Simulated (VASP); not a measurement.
Cd2HgTe3: relaxation of cell and atoms with PBE

The system is Cd2HgTe3.

```
CELL_PARAMETERS angstrom
4.38397 0.00000 0.00000
-2.19199 3.79663 0.00000
0.00000 0.00000 10.73850
ATOMIC_POSITIONS crystal
Cd 0.33333 0.66667 0.66667
Cd 0.66667 0.33333 0.33333
Hg 0.00000 0.00000 0.00000
Te 0.33333 0.66667 0.91667
Te 0.66667 0.33333 0.58333
Te 0.00000 0.00000 0.25000
```

```json
{"Program": "VASP 6.6.1", "Task": "relaxation of cell and atoms", "Functional": "PBE", "Potentials or basis": "VASP PAW PBE potentials, release 64 (Cd, Hg, Te)", "Cutoff": "600 eV", "k mesh": "6 × 6 × 2", "Occupations": "gaussian, width 0.1 eV", "Spin": "no spin polarisation", "Dipole correction": "no", "Further INCAR settings": "ALGO = Normal; EDIFF = 1e-06; IBRION = 2; EDIFFG = -0.04; NSW = 90; ISIF = 3"}
```

```json
{
 "Relaxed volume": "36.44 Å³/atom",
 "Relaxed cell": "a = 4.689 Å, b = 4.689 Å, c = 11.480 Å, α = 90.00°, β = 90.00°, γ = 120.00°",
 "Space group after relaxing (to 0.1 Å)": "P3m1 (No. 156)",
 "Energy gained by relaxing": "200.3 meV/atom",
 "Ionic steps": "3",
 "Pressure after relaxing": "0.1 GPa",
 "Largest force after relaxing": "0.021 eV/Å",
 "Band gap on the k mesh": "zero (filled and empty bands touch)"
}
```

Forces in eV/Å, atoms in the order of the input:
```
Cd   0.000  0.000 -0.019
Cd   0.000  0.000 -0.002
Hg   0.000  0.000 -0.002
Te   0.000  0.000 -0.009
Te   0.000  0.000  0.011
Te   0.000  0.000  0.021
```

The path:
```tsv
step	energy change (eV)	largest force (eV/Å)	pressure (GPa)	volume (Å³)
1	0.0000	0.1549	11.65	178.74
2	-1.0124	0.0196	-2.57	240.82
3	-1.2018	0.0211	0.11	218.62
```

Final structure:
```
Cd Hg Te
1.0
     4.68924    0.00000    0.00000
    -2.34462    4.06100    0.00000
     0.00000    0.00000   11.48043
Cd Hg Te
2 1 3
Direct
  0.33333 0.66667 0.66669
  0.66667 0.33333 0.33327
  0.00000 0.00000 0.99998
  0.33333 0.66667 0.91619
  0.66667 0.33333 0.58339
  0.00000 0.00000 0.25048
```

Levels at points of the mesh, in eV from the Fermi level:
| k point | band 23 | band 24 | band 25 | band 26 | band 27 | band 28 | band 29 | band 30 | band 31 | band 32 |
| --- | --- | --- | --- | --- | --- | --- | --- | --- | --- | --- |
| (0.00, 0.00, 0.00) | -0.60 | -0.60 | -0.09 | -0.06 | -0.03 | -0.03 | 1.31 | 1.64 | 4.48 | 4.48 |
| (0.50, 0.00, 0.00) | -1.82 | -1.71 | -1.55 | -1.15 | -1.03 | 1.93 | 2.48 | 2.51 | 2.67 | 4.54 |
| (0.00, 0.00, 0.50) | -0.83 | -0.39 | -0.39 | -0.15 | -0.15 | 0.85 | 1.51 | 1.55 | 4.47 | 4.56 |
| (0.50, 0.00, 0.50) | -2.05 | -1.63 | -1.57 | -0.80 | -0.79 | 1.26 | 2.53 | 2.67 | 3.52 | 3.55 |

It took 2.5 min on 1 thread of Intel(R) Xeon(R) 6975P-C (Granite Rapids) (shared host), peak memory 0.4 GiB.

Caveat: the volume moved by over 15 % at a fixed basis, so the end points are rough; semilocal functionals underestimate gaps, and a narrow one can read as zero; spin-orbit coupling is left out, which moves the levels of the heavy elements.
